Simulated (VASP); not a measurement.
# W3C2 (P4/mmm) in VASP: a series of runs

The runs below take W3C2 through single point, relaxation of cell and atoms, with PBE.

Program: VASP 6.6.1. These are calculated values, not measurements. Logs are shortened: lines on timing, memory, paths and dates and some standing lists are left out, and cuts for length are marked.

## Step 1: The cell of the first run

Symmetry: P4/mmm, No. 123, tetragonal system. Conventional cell: a = 3.960 Å, b = 3.960 Å, c = 4.995 Å, α = 90.00°, β = 90.00°, γ = 90.00°. Within 3.1 Å of W (site symmetry 4mm) lie 4 C at 2.37 Å and 6 W at 2.39 to 3.09 Å. W (site symmetry 4/mmm) has 4 C at 1.98 Å within 2.6 Å. C (site symmetry mmm) has 6 W at 1.98 to 2.37 Å within 2.6 Å.

## Step 2: Single point, PBE

Contents of INCAR:

```
SYSTEM = W3C2
PREC = Accurate
ENCUT = 520
EDIFF = 1E-7
ISMEAR = 0
SIGMA = 0.1
LREAL = .FALSE.
LASPH = .TRUE.
NELM = 80
ALGO = Normal
ISIF = 2
LWAVE = .FALSE.
LCHARG = .FALSE.
GGA = PE
NBANDS = 33
```

Contents of KPOINTS:

```
regular mesh
0
G
  4 4 4
  0 0 0
```

Contents of POSCAR:

```
W3C2
1.0
    3.9596745434      0.0000000000      0.0000000000
    0.0000000000      3.9596745434      0.0000000000
    0.0000000000      0.0000000000      4.9947947877
W C
3 2
Direct
    0.5000000000      0.5000000000      0.2393802754
    0.5000000000      0.5000000000      0.7606197246
    0.0000000000      0.0000000000      0.5000000000
    0.0000000000      0.5000000000      0.5000000000
    0.5000000000      0.0000000000      0.5000000000
```

Potentials or basis: VASP PAW PBE potentials, release 64 (W_sv, C).

Command:

```sh
> cat potpaw_PBE.64/W_sv/POTCAR potpaw_PBE.64/C/POTCAR > POTCAR
> mpirun -np 1 vasp_std > vasp.out
```

OUTCAR:

```text
SYSTEM = W3C2
   PREC = Accurate
   ENCUT = 520
   EDIFF = 1E-7
   ISMEAR = 0
   LREAL = .FALSE.
   LASPH = .TRUE.
   NELM = 80
   ISIF = 2
   GGA = PE

 ion  position               nearest neighbor table
   1  0.500  0.500  0.239-   4 2.37   5 2.37   5 2.37   4 2.37   2 2.39   2 2.60   3 3.09   3 3.09
                             3 3.09   3 3.09
   2  0.500  0.500  0.761-   4 2.37   5 2.37   5 2.37   4 2.37   1 2.39   1 2.60   3 3.09   3 3.09
                             3 3.09   3 3.09
   3  0.000  0.000  0.500-   4 1.98   5 1.98   4 1.98   5 1.98   1 3.09   2 3.09   1 3.09   1 3.09
                             2 3.09   2 3.09   1 3.09   2 3.09
   4  0.000  0.500  0.500-   3 1.98   3 1.98   1 2.37   2 2.37   1 2.37   2 2.37
   5  0.500  0.000  0.500-   3 1.98   3 1.98   1 2.37   1 2.37   2 2.37   2 2.37

  LATTYP: Found a simple tetragonal cell.
 ALAT       =     3.9596745434
 C/A-ratio  =     1.2614154858

  Lattice vectors:

 A1 = (   3.9596745434,   0.0000000000,   0.0000000000)
 A2 = (   0.0000000000,   3.9596745434,   0.0000000000)
 A3 = (   0.0000000000,   0.0000000000,   4.9947947877)

Analysis of symmetry for initial positions (statically):
=====================================================================
 Subroutine PRICEL returns:
 Original cell was already a primitive cell.

 Routine SETGRP: Setting up the symmetry group for a
 simple tetragonal supercell.

 Subroutine GETGRP returns: Found 16 space group operations
 (whereof 16 operations were pure point group operations)
 out of a pool of 16 trial point group operations.

The static configuration has the point symmetry D_4h.

Analysis of symmetry for dynamics (positions and initial velocities):
=====================================================================
 Subroutine PRICEL returns:
 Original cell was already a primitive cell.

 Routine SETGRP: Setting up the symmetry group for a
 simple tetragonal supercell.

 Subroutine GETGRP returns: Found 16 space group operations
 (whereof 16 operations were pure point group operations)
 out of a pool of 16 trial point group operations.

The dynamic configuration has the point symmetry D_4h.

 Subroutine INISYM returns: Found 16 space group operations
 (whereof 16 operations are pure point group operations),
 and found     1 'primitive' translations

----------------------------------------------------------------------------------------

                                     Primitive cell

  volume of cell :      78.3135

  direct lattice vectors                    reciprocal lattice vectors
     3.959674543  0.000000000  0.000000000     0.252546008  0.000000000  0.000000000
     0.000000000  3.959674543  0.000000000     0.000000000  0.252546008  0.000000000
     0.000000000  0.000000000  4.994794788     0.000000000  0.000000000  0.200208425

  length of vectors
     3.959674543  3.959674543  4.994794788     0.252546008  0.252546008  0.200208425

  position of ions in fractional coordinates (direct lattice)
     0.500000000  0.500000000  0.239380275
     0.500000000  0.500000000  0.760619725
     0.000000000  0.000000000  0.500000000
     0.000000000  0.500000000  0.500000000
     0.500000000  0.000000000  0.500000000

  ion indices of the primitive-cell ions
   primitive index   ion index
                 1           1
                 2           2
                 3           3
                 4           4
                 5           5

----------------------------------------------------------------------------------------

 KPOINTS: regular mesh

Automatic generation of k-mesh.
 Grid dimensions read from file:
 generate k-points for:    4    4    4

 Generating k-lattice:

  Cartesian coordinates                     Fractional coordinates (reciprocal lattice)
     0.063136502  0.000000000  0.000000000     0.250000000  0.000000000  0.000000000
     0.000000000  0.063136502  0.000000000     0.000000000  0.250000000  0.000000000
     0.000000000  0.000000000  0.050052106     0.000000000  0.000000000  0.250000000

  Length of vectors
     0.063136502  0.063136502  0.050052106

  Shift w.r.t. Gamma in fractional coordinates (k-lattice)
     0.000000000  0.000000000  0.000000000

 Subroutine IBZKPT returns following result:
 ===========================================

 Found     18 irreducible k-points:

 Following reciprocal coordinates:
            Coordinates               Weight
  0.000000  0.000000  0.000000      1.000000
  0.250000  0.000000  0.000000      4.000000
  0.500000  0.000000  0.000000      2.000000
  0.250000  0.250000  0.000000      4.000000
  0.500000  0.250000  0.000000      4.000000
  0.500000  0.500000  0.000000      1.000000
[... 10 lines left out ...]
  0.500000  0.250000  0.500000      4.000000
  0.500000  0.500000  0.500000      1.000000
   k-points           NKPTS =     18   k-points in BZ     NKDIM =     18   number of bands    NBANDS=     33
   number of dos      NEDOS =    301   number of ions     NIONS =      5
   total plane-waves  NPLWV =  36000
   dimension x,y,z NGX =    30 NGY =   30 NGZ =   40
   dimension x,y,z NGXF=    60 NGYF=   60 NGZF=   80
   ions per type =               3   2
   NGX,Y,Z   is equivalent  to a cutoff of  12.60, 12.60, 13.31 a.u.
   NGXF,Y,Z  is equivalent  to a cutoff of  25.19, 25.19, 26.63 a.u.
 SYSTEM =  W3C2
   PREC   = accura    normal or accurate (medium, high low for compatibility)
   ISTART =      0    job   : 0-new  1-cont  2-samecut
   ICHARG =      2    charge: 1-file 2-atom 10-const
   ISPIN  =      1    spin polarized calculation?
   LNONCOLLINEAR =      F non collinear calculations
   LSORBIT =      F    spin-orbit coupling
   LASPH  =      T    aspherical Exc in radial PAW
   ENCUT  =  520.0 eV  38.22 Ry    6.18 a.u.   7.36  7.36  9.29*2*pi/ulx,y,z
   NELM   =     80;   NELMIN=  2; NELMDL= -5     # of ELM steps
   EDIFF  = 0.1E-06   stopping-criterion for ELM
   LREAL  =      F    real-space projection
   EDIFFG = 0.1E-05   stopping-criterion for IOM
   NSW    =      0    number of steps for IOM
   IBRION =     -1    ionic relax: 0-MD 1-quasi-New 2-CG
   NFREE  =      0    steps in history (QN), initial steepest desc. (CG)
   ISIF   =      2    stress and relaxation
   ISYM   =      2    0-nonsym 1-usesym 2-fastsym
   POTIM  = 0.5000    time-step for ionic-motion
   TEBEG  =    0.0;   TEEND  =   0.0 temperature during run
   PSTRESS=    0.0 pullay stress
   NELECT =      50.0000    total number of electrons
   NUPDOWN=      -1.0000    fix difference up-down
   EMIN   =  10.00;   EMAX   =-10.00  energy-range for DOS
   EFERMI =   0.00;   METHOD = LEGACY
   ISMEAR =     0;   SIGMA  =   0.10  broadening in eV -4-tet -1-fermi 0-gaus
   EFERMI_NEDOS =   21; number of points for ismear=-14 and -15
   IALGO  =     38    algorithm
   IMIX   =      4    mixing-type and parameters
     AMIX     =   0.40;   BMIX     =  1.00
     AMIX_MAG =   1.60;   BMIX_MAG =  1.00
  volume/ion in A,a.u.               =      15.66       105.70
  Fermi-wavevector in a.u.,A,eV,Ry     =   1.409676  2.663901 27.037311  1.987186
  Thomas-Fermi vector in A             =   2.531708
   LORBIT       =      0    0 simple, 1 ext, 2 COOP (PROOUT), +10 PAW based schemes
   GGA     = PE    functional components
   LHFCALC =     F    Hartree Fock is set to
   AEXX    =    0.0000 exact exchange contribution
   IVDW    =     0    specifies the selected vdW correction
   LEPSILON=     F    determine dielectric tensor
   LRPA    =     F    only Hartree local field effects (RPA)
 non-spin polarized calculation
 Gauss-broadening in eV      SIGMA  =   0.10
  energy-cutoff  :      520.00
  volume of cell :       78.31
 maximum number of plane-waves:      2146
 NGX is ok and might be reduce to    30
   NGX = 15   NGY = 15   NGZ = 19

 number of electron      49.9999995 magnetization

 Free energy of the ion-electron system (eV)
  ---------------------------------------------------
  ext. energy  EPLUGINS =         0.00000000
  ---------------------------------------------------
  free energy    TOTEN  =       -50.21408390 eV

  energy without entropy =      -50.19787879  energy(sigma->0) =      -50.20598135

 E-fermi :   7.3201     XC(G=0): -11.6449

 val. band max:        7.2261492811   @ k =   0.5000   0.0000   0.0000
 cond. band min:       7.3257322179   @ k =   0.2500   0.2500   0.0000
 fundamental gap:      0.0995829367
 Fermi energy:         7.3201238979

 k-point     1 :       0.0000    0.0000    0.0000
  band No.  band energies     occupation
      1     -67.0377      2.00000
      2     -66.8446      2.00000
      3     -66.7055      2.00000
      4     -32.0200      2.00000
      5     -31.4622      2.00000
      6     -31.4622      2.00000
[... 25 lines left out ...]
     32      10.9723      0.00000
     33      10.9723      0.00000

 k-point     2 :       0.2500    0.0000    0.0000
  band No.  band energies     occupation
      1     -67.0371      2.00000
      2     -66.8445      2.00000
      3     -66.7061      2.00000
      4     -32.0318      2.00000
      5     -31.4296      2.00000
      6     -31.4224      2.00000
[... 25 lines left out ...]
     32      10.7492      0.00000
     33      10.9353      0.00000

 k-point     3 :       0.5000    0.0000    0.0000
  band No.  band energies     occupation
      1     -67.0365      2.00000
      2     -66.8443      2.00000
      3     -66.7066      2.00000
      4     -32.0430      2.00000
      5     -31.3853      2.00000
      6     -31.3626      2.00000
[... 25 lines left out ...]
     32      11.1731      0.00000
     33      11.4113      0.00000

 k-point     4 :       0.2500    0.2500    0.0000
  band No.  band energies     occupation
      1     -67.0367      2.00000
      2     -66.8444      2.00000
      3     -66.7063      2.00000
      4     -32.0305      2.00000
      5     -31.4987      2.00000
      6     -31.3794      2.00000
[... 457 lines left out ...]
     32      10.4888      0.00000
     33      11.4392      0.00000

 k-point    17 :       0.5000    0.2500    0.5000
  band No.  band energies     occupation
      1     -66.9816      2.00000
      2     -66.8999      2.00000
      3     -66.7066      2.00000
      4     -31.3923      2.00000
      5     -31.3805      2.00000
      6     -31.3495      2.00000
[... 25 lines left out ...]
     32      10.5725      0.00000
     33      10.6272      0.00000

 k-point    18 :       0.5000    0.5000    0.5000
  band No.  band energies     occupation
      1     -66.9815      2.00000
      2     -66.8998      2.00000
      3     -66.7066      2.00000
      4     -31.4464      2.00000
      5     -31.4464      2.00000
      6     -31.3486      2.00000
[... 25 lines left out ...]
     32      11.6514      0.00000
     33      11.6514      0.00000

------------------------ aborting loop because EDIFF is reached ----------------------------------------

  FORCE on cell =-STRESS in cart. coord.  units (eV):
  Direction    XX          YY          ZZ          XY          YZ          ZX
  --------------------------------------------------------------------------------------
  -------------------------------------------------------------------------------------
  Total        0.3364302      0.3364302      0.4382492      0.0000000      0.0000000     -0.0000000
  in kB        6.8828597      6.8828597      8.9659253      0.0000000      0.0000000     -0.0000000
  external PRESSURE =       7.5772149 kB  Pullay stress =       0.0000000 kB

 VOLUME and BASIS-vectors are now :
 -----------------------------------------------------------------------------
  energy-cutoff  :      520.00
  volume of cell :       78.31
      direct lattice vectors                 reciprocal lattice vectors
     3.959674543  0.000000000  0.000000000     0.252546008  0.000000000  0.000000000
     0.000000000  3.959674543  0.000000000     0.000000000  0.252546008  0.000000000
     0.000000000  0.000000000  4.994794788     0.000000000  0.000000000  0.200208425

 POSITION                                       TOTAL-FORCE (eV/Angst)
 -----------------------------------------------------------------------------------
      1.97984      1.97984      1.19566        -0.000000     -0.000000      0.040820
      1.97984      1.97984      3.79914         0.000000     -0.000000     -0.040820
      0.00000      0.00000      2.49740         0.000000      0.000000      0.000000
      0.00000      1.97984      2.49740         0.000000      0.000000      0.000000
      1.97984      0.00000      2.49740         0.000000      0.000000      0.000000
 -----------------------------------------------------------------------------------
    total drift:                                0.000000      0.000000     -0.000000

  FREE ENERGIE OF THE ION-ELECTRON SYSTEM (eV)
  ---------------------------------------------------
  free  energy   TOTEN  =       -50.2140839015 eV

  energy  without entropy=      -50.1978787925  energy(sigma->0) =      -50.20598135
```

Wall time 50 s (1 thread of Intel Xeon 6975P-C, shared host); peak memory 0.2 GiB.

What came out:

```yaml
Free_energy: -50.2141 eV
Pressure: 0.8 GPa
Largest_force: 0.041 eV/Å
Band_gap_on_the_k_mesh: zero (band 25 reaches 7.36 eV, above the bottom of band 26 at 7.18 eV)
```

Forces in eV/Å, atoms in the order of the input:
```
W    0.000  0.000  0.041
W    0.000  0.000 -0.041
W    0.000  0.000  0.000
C    0.000  0.000  0.000
C    0.000  0.000  0.000
```

Stress tensor (GPa, compression positive):
```
0.69 0.00 0.00
0.00 0.69 0.00
0.00 0.00 0.90
```

Caveat: the k points lie up to 0.40 Å⁻¹ apart; spin-orbit coupling is left out, which moves the levels of the heavy elements.

## Step 3: Relaxation of cell and atoms, PBE

This run uses another cell than the first one, of 16.64 Å³/atom, 1.063 times its volume.

Contents of INCAR:

```
PREC = Accurate
ENCUT = 600
EDIFF = 1E-6
ISMEAR = 0
SIGMA = 0.1
LREAL = False
LASPH = True
NELM = 80
ALGO = Normal
ISIF = 3
LWAVE = False
LCHARG = False
GGA = PE
IBRION = 2
NSW = 90
EDIFFG = -0.04
```

Contents of KPOINTS:

```
Automatic mesh
0
Gamma
  4 4 4
```

Contents of POSCAR:

```
W3C2
1.0
    3.7777769600      0.0000000000      0.0000000000
    0.0000000000      3.7777769600      0.0000000000
    0.0000000000      0.0000000000      5.8314412700
W C
3 2
Direct
    0.5000000000      0.5000000000      0.1704901900
    0.5000000000      0.5000000000      0.8295098100
    0.0000000000      0.0000000000      0.5000000000
    0.0000000000      0.5000000000      0.5000000000
    0.5000000000      0.0000000000      0.5000000000
```

Potentials or basis: VASP PAW PBE potentials, release 64 (W_sv, C).

Command:

```sh
> cat potpaw_PBE.64/W_sv/POTCAR potpaw_PBE.64/C/POTCAR > POTCAR
> mpirun -np 1 vasp_std > vasp.out
```

Wall time 18 min (1 thread of Intel Xeon 6975P-C, shared host); peak memory 0.25 GiB.

The run converged. Its results:

```
Free energy                            : -50.2188 eV
Relaxed volume                         : 15.71 Å³/atom
Relaxed cell                           : a = 3.962 Å, b = 3.962 Å, c = 5.005 Å, α = 90.00°, β = 90.00°, γ = 90.00°
Space group after relaxing (to 0.05 Å) : P4/mmm (No. 123)
Energy gained by relaxing              : 1225.2 meV/atom
Ionic steps                            : 29
Pressure after relaxing                : 0.1 GPa
Band gap on the k mesh                 : zero (band 25 reaches 7.32 eV, above the bottom of band 26 at 7.15 eV)
```

Forces on the atoms (eV/Å):
```
W    0.000  0.000  0.002
W    0.000  0.000 -0.002
W    0.000  0.000  0.000
C    0.000  0.000  0.000
C    0.000  0.000  0.000
```

Stress tensor (GPa, compression positive):
```
0.13 0.00 0.00
0.00 0.13 0.00
0.00 0.00 0.05
```

The path:
```
step  energy change (eV)  largest force (eV/Å)  pressure (GPa)  volume (Å³)
   1              0.0000               13.9963           21.27        83.22
   2             -2.1179                3.1568          -23.99       112.75
   3             -2.1605                2.9115          -24.24       111.12
   4             11.3198               60.1479          147.57        78.18
   5             -2.5771                2.5625          -22.90       107.67
   6             -3.1342                2.2641          -19.66       104.86
   7             -3.4951                4.5117           18.58        90.63
   8             -4.0056                0.3005           -7.88        98.07
   9             -4.0718                0.7722           -1.57        95.75
  10             -4.0724                0.6285           -2.43        96.04
  11             -4.4096                0.9093           -4.34        93.46
  12             -5.1774                3.1478           -5.29        84.76
  13             -5.2956                3.4342           -5.24        83.64
  14             -5.5658                3.3014           -3.31        80.30
  15             -3.9252                9.7441           17.19        73.65
  16             -5.5109                3.5581           -2.12        79.86
  17             -5.3087                0.2071            3.25        76.75
  18             -5.5127                2.9855           -1.07        79.15
  19             -5.7259                0.6842            0.55        77.98
  20             -5.7639                0.9924            2.81        77.08
  21             -5.7659                0.4431            2.22        77.29
  22             -5.9109                0.0951            1.63        77.63
  23             -6.1089                0.4881            0.12        78.56
  24             -6.1159                0.4992           -0.09        78.72
  25             -6.1166                0.5064           -0.19        78.79
  26             -6.1216                0.3402           -0.19        78.75
  27             -6.1253                0.0252           -0.13        78.68
  28             -6.1257                0.0148           -0.03        78.63
  29             -6.1259                0.0022            0.11        78.56
```

Final structure:
```
CELL_PARAMETERS angstrom
3.96163 0.00000 0.00000
0.00000 3.96163 0.00000
0.00000 0.00000 5.00546
ATOMIC_POSITIONS crystal
W 0.50000 0.50000 0.23973
W 0.50000 0.50000 0.76027
W 0.00000 0.00000 0.50000
C 0.00000 0.50000 0.50000
C 0.50000 0.00000 0.50000
```

Levels at points of the mesh, in eV from the Fermi level:
```tsv
k point	band 21	band 22	band 23	band 24	band 25	band 26	band 27	band 28	band 29	band 30
(0.00, 0.00, 0.00)	-3.01	-0.66	-0.66	-0.51	-0.51	-0.14	0.75	1.77	1.77	2.88
(0.50, 0.00, 0.00)	-2.83	-2.48	-1.94	-0.14	-0.09	0.14	0.76	1.67	3.38	3.96
(0.50, 0.50, 0.00)	-2.58	-2.16	-2.16	-1.89	-0.63	1.13	1.70	2.80	3.10	3.40
(0.00, 0.00, 0.50)	-0.91	-0.91	-0.72	-0.45	-0.45	-0.11	-0.11	0.02	0.78	0.94
(0.50, 0.00, 0.50)	-2.38	-1.82	-0.57	-0.51	-0.17	0.01	0.13	1.87	2.26	2.29
(0.50, 0.50, 0.50)	-1.93	-1.44	-1.44	-0.84	-0.31	0.22	0.50	0.56	1.83	1.83
```

Caveat: the k points lie up to 0.40 Å⁻¹ apart in the final cell; spin-orbit coupling is left out, which moves the levels of the heavy elements.
